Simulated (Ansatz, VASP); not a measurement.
# Re in VASP and in Ansatz

```
Re
1.0
     2.65395    0.00000    0.00000
    -1.32698    2.29839    0.00000
     0.00000    0.00000    4.24363
Re
2
Direct
  0.33333 0.66667 0.25000
  0.66667 0.33333 0.75000
```

Change from the starting cell: volume scaled by 1.06, crystal datasets.

Alike in both runs: task electric field gradients; functional PBE; k mesh 14 × 14 × 8; occupations fermi-dirac, width 0.05 eV; no spin polarisation.

```csv
,VASP,Ansatz
version,VASP 6.6.1,Ansatz 0.2.0
potentials or method,"VASP PAW PBE potentials, release 64 (Re), cutoff 520 eV","all-electron PAW with datasets made for the crystal, scalar-relativistic"
```

```tsv
	VASP	Ansatz	Ansatz less VASP
pressure (GPa)	73.2	72.0	-1.27
traceless stress, the component that is largest in VASP (GPa)	4.99	5.03	+0.040
size of Vzz on the site where it differs most (V/Å²)	106.0	85.9	-20.11
```

Both programs put the cell under a high pressure, so it lies far from rest at this level. Ansatz ran all-electron here, and VASP with PAW potentials.

Neither program's run includes spin-orbit coupling. Noted on VASP's run: the cell as given lies far from equilibrium.
